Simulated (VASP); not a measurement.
# Na (P6_3/mmc) in VASP: notebook

Na is run at these levels: PBE; tasks: single point.

Program: VASP 6.6.1. These are calculated values, not measurements. Logs are shortened: lines on timing, memory, paths and dates and some standing lists are left out, and cuts for length are marked.

## Step 1: The cell of the first run

It takes space group P6_3/mmc (No. 194, hexagonal). The conventional cell has a = 2.754 Å, b = 2.754 Å, c = 4.517 Å, α = 90.00°, β = 90.00°, γ = 120.00°. Within 3.6 Å of Na (site symmetry -6m2) lie 12 Na at 2.75 to 2.76 Å.

This isn't the form of Na at room conditions, which is bcc.

## Step 2: Single point, PBE

The input, INCAR:

```
  ALGO = Normal
  EDIFF = 1E-7
  ENCUT = 520
  GGA = PE
  ISIF = 2
  ISMEAR = -1
  LASPH = T
  LCHARG = F
  LREAL = F
  LWAVE = F
  NBANDS = 14
  NELM = 60
  PREC = Accurate
  SIGMA = 0.05
```

The input, KPOINTS:

```
k-points
0
Gamma
  12 12 6
```

The input, POSCAR:

```
Na
1.0
    2.7537728420      0.0000000000      0.0000000000
   -1.3768864210      2.3848372374      0.0000000000
    0.0000000000      0.0000000000      4.5168344107
Na
2
Direct
    0.3333333333      0.6666666667      0.2500000000
    0.6666666667      0.3333333333      0.7500000000
```

Potentials or basis: VASP PAW PBE potentials, release 64 (Na_pv).

Launch:

```
$ cat potpaw_PBE.64/Na_pv/POTCAR > POTCAR
$ mpirun -np 1 vasp_std > vasp.out
```

OUTCAR:

```text
EDIFF = 1E-7
   ENCUT = 520
   GGA = PE
   ISIF = 2
   ISMEAR = -1
   LASPH = T
   LREAL = F
   NELM = 60
   PREC = Accurate

 ion  position               nearest neighbor table
   1  0.333  0.667  0.250-   2 2.76   2 2.76   2 2.76   2 2.76   2 2.76   2 2.76
   2  0.667  0.333  0.750-   1 2.76   1 2.76   1 2.76   1 2.76   1 2.76   1 2.76

  LATTYP: Found a hexagonal cell.
 ALAT       =     2.7537728420
 C/A-ratio  =     1.6402349322

  Lattice vectors:

 A1 = (   2.7537728420,   0.0000000000,   0.0000000000)
 A2 = (  -1.3768864210,   2.3848372374,   0.0000000000)
 A3 = (   0.0000000000,   0.0000000000,   4.5168344107)

Analysis of symmetry for initial positions (statically):
=====================================================================
 Subroutine PRICEL returns:
 Original cell was already a primitive cell.

 Routine SETGRP: Setting up the symmetry group for a
 hexagonal supercell.

 Subroutine GETGRP returns: Found 24 space group operations
 (whereof 12 operations were pure point group operations)
 out of a pool of 24 trial point group operations.

The static configuration has the point symmetry D_3d.
 The point group associated with its full space group is D_6h.

Analysis of symmetry for dynamics (positions and initial velocities):
=====================================================================
 Subroutine PRICEL returns:
 Original cell was already a primitive cell.

 Routine SETGRP: Setting up the symmetry group for a
 hexagonal supercell.

 Subroutine GETGRP returns: Found 24 space group operations
 (whereof 12 operations were pure point group operations)
 out of a pool of 24 trial point group operations.

The dynamic configuration has the point symmetry D_3d.
 The point group associated with its full space group is D_6h.

 Subroutine INISYM returns: Found 24 space group operations
 (whereof 12 operations are pure point group operations),
 and found     1 'primitive' translations

----------------------------------------------------------------------------------------

                                     Primitive cell

  volume of cell :      29.6634

  direct lattice vectors                    reciprocal lattice vectors
     2.753772842  0.000000000  0.000000000     0.363138159  0.209657914  0.000000000
    -1.376886421  2.384837237  0.000000000     0.000000000  0.419315828  0.000000000
     0.000000000  0.000000000  4.516834411     0.000000000  0.000000000  0.221393992

  length of vectors
     2.753772842  2.753772842  4.516834411     0.419315828  0.419315828  0.221393992

  position of ions in fractional coordinates (direct lattice)
     0.333333333  0.666666667  0.250000000
     0.666666667  0.333333333  0.750000000

  ion indices of the primitive-cell ions
   primitive index   ion index
                 1           1
                 2           2

----------------------------------------------------------------------------------------

 KPOINTS: k-points

Automatic generation of k-mesh.
 Grid dimensions read from file:
 generate k-points for:   12   12    6

 Generating k-lattice:

  Cartesian coordinates                     Fractional coordinates (reciprocal lattice)
     0.030261513  0.017471493  0.000000000     0.083333333 -0.000000000  0.000000000
     0.000000000  0.034942986  0.000000000     0.000000000  0.083333333  0.000000000
     0.000000000  0.000000000  0.036898999     0.000000000  0.000000000  0.166666667

  Length of vectors
     0.034942986  0.034942986  0.036898999

  Shift w.r.t. Gamma in fractional coordinates (k-lattice)
     0.000000000  0.000000000  0.000000000

 Subroutine IBZKPT returns following result:
 ===========================================

 Found     76 irreducible k-points:

 Following reciprocal coordinates:
            Coordinates               Weight
  0.000000  0.000000  0.000000      1.000000
  0.083333  0.000000  0.000000      6.000000
  0.166667 -0.000000  0.000000      6.000000
  0.250000 -0.000000  0.000000      6.000000
  0.333333  0.000000  0.000000      6.000000
  0.416667  0.000000  0.000000      6.000000
[... 16 lines left out ...]
  0.250000 -0.000000  0.166667     12.000000
  0.333333  0.000000  0.166667     12.000000
 [... further k-points ...]
   k-points           NKPTS =     76   k-points in BZ     NKDIM =     76   number of bands    NBANDS=     14
   number of dos      NEDOS =    301   number of ions     NIONS =      2
   total plane-waves  NPLWV =  14400
   dimension x,y,z NGX =    20 NGY =   20 NGZ =   36
   dimension x,y,z NGXF=    40 NGYF=   40 NGZF=   72
   ions per type =               2
   NGX,Y,Z   is equivalent  to a cutoff of  12.07, 12.07, 13.25 a.u.
   NGXF,Y,Z  is equivalent  to a cutoff of  24.15, 24.15, 26.50 a.u.
 SYSTEM =  unknown system
   PREC   = accura    normal or accurate (medium, high low for compatibility)
   ISTART =      0    job   : 0-new  1-cont  2-samecut
   ICHARG =      2    charge: 1-file 2-atom 10-const
   ISPIN  =      1    spin polarized calculation?
   LNONCOLLINEAR =      F non collinear calculations
   LSORBIT =      F    spin-orbit coupling
   LASPH  =      T    aspherical Exc in radial PAW
   ENCUT  =  520.0 eV  38.22 Ry    6.18 a.u.   5.12  5.12  8.40*2*pi/ulx,y,z
   NELM   =     60;   NELMIN=  2; NELMDL= -5     # of ELM steps
   EDIFF  = 0.1E-06   stopping-criterion for ELM
   LREAL  =      F    real-space projection
   EDIFFG = 0.1E-05   stopping-criterion for IOM
   NSW    =      0    number of steps for IOM
   IBRION =     -1    ionic relax: 0-MD 1-quasi-New 2-CG
   NFREE  =      0    steps in history (QN), initial steepest desc. (CG)
   ISIF   =      2    stress and relaxation
   ISYM   =      2    0-nonsym 1-usesym 2-fastsym
   POTIM  = 0.5000    time-step for ionic-motion
   TEBEG  =    0.0;   TEEND  =   0.0 temperature during run
   PSTRESS=    0.0 pullay stress
   NELECT =      14.0000    total number of electrons
   NUPDOWN=      -1.0000    fix difference up-down
   EMIN   =  10.00;   EMAX   =-10.00  energy-range for DOS
   EFERMI =   0.00;   METHOD = LEGACY
   ISMEAR =    -1;   SIGMA  =   0.05  broadening in eV -4-tet -1-fermi 0-gaus
   EFERMI_NEDOS =   21; number of points for ismear=-14 and -15
   IALGO  =     38    algorithm
   IMIX   =      4    mixing-type and parameters
     AMIX     =   0.40;   BMIX     =  1.00
     AMIX_MAG =   1.60;   BMIX_MAG =  1.00
  volume/ion in A,a.u.               =      14.83       100.09
  Fermi-wavevector in a.u.,A,eV,Ry     =   1.274610  2.408663 22.104426  1.624629
  Thomas-Fermi vector in A             =   2.407368
   LORBIT       =      0    0 simple, 1 ext, 2 COOP (PROOUT), +10 PAW based schemes
   GGA     = PE    functional components
   LHFCALC =     F    Hartree Fock is set to
   AEXX    =    0.0000 exact exchange contribution
   IVDW    =     0    specifies the selected vdW correction
   LEPSILON=     F    determine dielectric tensor
   LRPA    =     F    only Hartree local field effects (RPA)
 non-spin polarized calculation
  energy-cutoff  :      520.00
  volume of cell :       29.66
 maximum number of plane-waves:       808
   NGX = 11   NGY = 11   NGZ = 17

 number of electron      13.9999986 magnetization

 Free energy of the ion-electron system (eV)
  ---------------------------------------------------
  ext. energy  EPLUGINS =         0.00000000
  ---------------------------------------------------
  free energy    TOTEN  =        -0.02781365 eV

  energy without entropy =       -0.02200592  energy(sigma->0) =       -0.02490979

 E-fermi :   4.8882     XC(G=0):  -9.5106

 val. band max:        4.8736084302   @ k =   0.4167   0.0833   0.1667
 cond. band min:       4.9432432405   @ k =   0.3333   0.1667   0.3333
 fundamental gap:      0.0696348103
 Fermi energy:         4.8882111813

 k-point     1 :       0.0000    0.0000    0.0000
  band No.  band energies     occupation
      1     -20.8429      2.00000
      2     -20.2960      2.00000
      3     -20.2960      2.00000
      4     -20.2320      2.00000
      5     -20.2301      2.00000
      6     -20.2301      2.00000
      7      -0.8903      2.00000
      8       5.7287      0.00000
      9       6.8965      0.00000
     10      20.9998      0.00000
     11      20.9998      0.00000
     12      21.5542      0.00000
     13      22.9072      0.00000
     14      22.9072      0.00000

 k-point     2 :       0.0833    0.0000    0.0000
  band No.  band energies     occupation
      1     -20.8274      2.00000
      2     -20.3276      2.00000
      3     -20.3055      2.00000
      4     -20.2641      2.00000
      5     -20.2360      2.00000
      6     -20.2340      2.00000
      7      -0.6844      2.00000
      8       5.8557      0.00000
      9       7.0823      0.00000
     10      18.4779      0.00000
     11      20.5401      0.00000
     12      21.1697      0.00000
     13      22.9337      0.00000
     14      23.5050      0.00000

 k-point     3 :       0.1667   -0.0000    0.0000
  band No.  band energies     occupation
      1     -20.7837      2.00000
      2     -20.4160      2.00000
      3     -20.3529      2.00000
      4     -20.3304      2.00000
      5     -20.2485      2.00000
      6     -20.2454      2.00000
      7      -0.0796      2.00000
      8       6.2404      0.00000
      9       7.6144      0.00000
     10      15.5752      0.00000
     11      19.0411      0.00000
     12      19.8107      0.00000
     13      20.7347      0.00000
     14      23.5000      0.00000
[... 324 lines left out ...]
 k-point    23 :       0.2500   -0.0000    0.1667
  band No.  band energies     occupation
      1     -20.7115      2.00000
      2     -20.5271      2.00000
      3     -20.4781      2.00000
      4     -20.3562      2.00000
      5     -20.2806      2.00000
      6     -20.2692      2.00000
      7       1.0998      2.00000
      8       5.6146      0.00000
      9       9.8599      0.00000
     10      13.1231      0.00000
     11      16.1481      0.00000
     12      18.4919      0.00000
     13      19.2974      0.00000
     14      21.9152      0.00000

 k-point    24 :       0.3333    0.0000    0.1667
  band No.  band energies     occupation
      1     -20.7134      2.00000
      2     -20.6185      2.00000
      3     -20.5481      2.00000
      4     -20.3868      2.00000
      5     -20.3052      2.00000
      6     -20.2881      2.00000
      7       2.3768      2.00000
      8       6.6487      0.00000
      9       9.7212      0.00000
     10      11.6901      0.00000
     11      13.9111      0.00000
     12      16.7569      0.00000
     13      18.8392      0.00000
     14      21.1805      0.00000

 [... further k-points ...]
[... 5 lines left out ...]
  --------------------------------------------------------------------------------------
  -------------------------------------------------------------------------------------
  Total        7.3211876      7.3211876      7.3891493      0.0000000      0.0000000      0.0000000
  in kB      395.4313427    395.4313427    399.1020862      0.0000000      0.0000000      0.0000000
  external PRESSURE =     396.6549238 kB  Pullay stress =       0.0000000 kB

 VOLUME and BASIS-vectors are now :
 -----------------------------------------------------------------------------
  energy-cutoff  :      520.00
  volume of cell :       29.66
      direct lattice vectors                 reciprocal lattice vectors
     2.753772842  0.000000000  0.000000000     0.363138159  0.209657914  0.000000000
    -1.376886421  2.384837237  0.000000000     0.000000000  0.419315828  0.000000000
     0.000000000  0.000000000  4.516834411     0.000000000  0.000000000  0.221393992

 POSITION                                       TOTAL-FORCE (eV/Angst)
 -----------------------------------------------------------------------------------
     -0.00000      1.58989      1.12921         0.000000      0.000000      0.000000
      1.37689      0.79495      3.38763         0.000000      0.000000     -0.000000
 -----------------------------------------------------------------------------------
    total drift:                               -0.000000      0.000000      0.000000

  FREE ENERGIE OF THE ION-ELECTRON SYSTEM (eV)
  ---------------------------------------------------
  free  energy   TOTEN  =        -0.0278136535 eV

  energy  without entropy=       -0.0220059238  energy(sigma->0) =       -0.02490979
```

Wall time 30 s (1 thread of Intel Xeon 8259CL, shared host); peak memory 0.15 GiB.

Results:

- Free energy: -0.0278 eV
- Pressure: 39.7 GPa
- Band gap on the k mesh: zero (bands 7 and 8 overlap by 6.93 eV)

Caveat: the cell stands under pressure.

## Step 3: Single point, PBE (14.83 Å³/atom)

The input, INCAR:

```
SYSTEM = Na
PREC = Accurate ; ENCUT = 520
EDIFF = 1E-6 ; ISMEAR = -1
SIGMA = 0.05 ; LREAL = .False.
LASPH = .True. ; NELM = 100
ALGO = Normal ; ISIF = 2
LWAVE = .False. ; LCHARG = .False.
GGA = PE ; NBANDS = 14
```

The input, KPOINTS:

```
Automatic mesh
0
Gamma
  12 12 6
  0 0 0
```

POSCAR is that of step 2.

Potentials or basis: VASP PAW PBE potentials, release 64 (Na_pv).

Launch:

```
$ cat potpaw_PBE.64/Na_pv/POTCAR > POTCAR
$ mpirun -np 1 vasp_std > vasp.out
```

OUTCAR:

```text
SYSTEM = Na
   PREC = Accurate
   ENCUT = 520
   EDIFF = 1E-6
   ISMEAR = -1
   LREAL = .False.
   LASPH = .True.
   NELM = 100
   ISIF = 2
   GGA = PE

 ion  position               nearest neighbor table
   1  0.333  0.667  0.250-   2 2.76   2 2.76   2 2.76   2 2.76   2 2.76   2 2.76
   2  0.667  0.333  0.750-   1 2.76   1 2.76   1 2.76   1 2.76   1 2.76   1 2.76

  LATTYP: Found a hexagonal cell.
 ALAT       =     2.7537728420
 C/A-ratio  =     1.6402349322

  Lattice vectors:

[... 595 lines left out ...]

------------------------ aborting loop because EDIFF is reached ----------------------------------------

  FORCE on cell =-STRESS in cart. coord.  units (eV):
  Direction    XX          YY          ZZ          XY          YZ          ZX
  --------------------------------------------------------------------------------------
  -------------------------------------------------------------------------------------
  Total        7.3215854      7.3215854      7.3894999      0.0000000     -0.0000000      0.0000000
  in kB      395.4528334    395.4528334    399.1210220      0.0000000     -0.0000000      0.0000000
  external PRESSURE =     396.6755629 kB  Pullay stress =       0.0000000 kB

 VOLUME and BASIS-vectors are now :
 -----------------------------------------------------------------------------
  energy-cutoff  :      520.00
  volume of cell :       29.66
      direct lattice vectors                 reciprocal lattice vectors
     2.753772842  0.000000000  0.000000000     0.363138159  0.209657914  0.000000000
    -1.376886421  2.384837237  0.000000000     0.000000000  0.419315828  0.000000000
     0.000000000  0.000000000  4.516834411     0.000000000  0.000000000  0.221393992

 POSITION                                       TOTAL-FORCE (eV/Angst)
 -----------------------------------------------------------------------------------
     -0.00000      1.58989      1.12921         0.000000      0.000000      0.000000
      1.37689      0.79495      3.38763        -0.000000      0.000000      0.000000
 -----------------------------------------------------------------------------------
    total drift:                               -0.000000      0.000000      0.000000

  FREE ENERGIE OF THE ION-ELECTRON SYSTEM (eV)
  ---------------------------------------------------
  free  energy   TOTEN  =        -0.0278135253 eV

  energy  without entropy=       -0.0220057901  energy(sigma->0) =       -0.02490966
```

Wall time 23 s (1 thread of Intel Xeon 8259CL, shared host); peak memory 0.15 GiB.

Results:

* Free energy: -0.0278 eV
* Pressure: 39.7 GPa
* Band gap on the k mesh: zero (bands 7 and 8 overlap by 6.93 eV)

Levels at points of the mesh, in eV from the Fermi level:
```tsv
k point	band 5	band 6	band 7	band 8	band 9	band 10
(0.00, 0.00, 0.00)	-25.12	-25.12	-5.78	0.84	2.01	16.11
(0.50, 0.00, 0.00)	-25.25	-25.19	0.34	1.03	5.08	6.72
(0.00, 0.00, 0.50)	-25.15	-25.15	-3.80	-3.80	9.11	9.11
(0.50, 0.00, 0.50)	-25.25	-25.25	1.73	1.73	2.83	2.83
```

Caveat: the cell stands under pressure.

(Continued in part 2 of 2.)
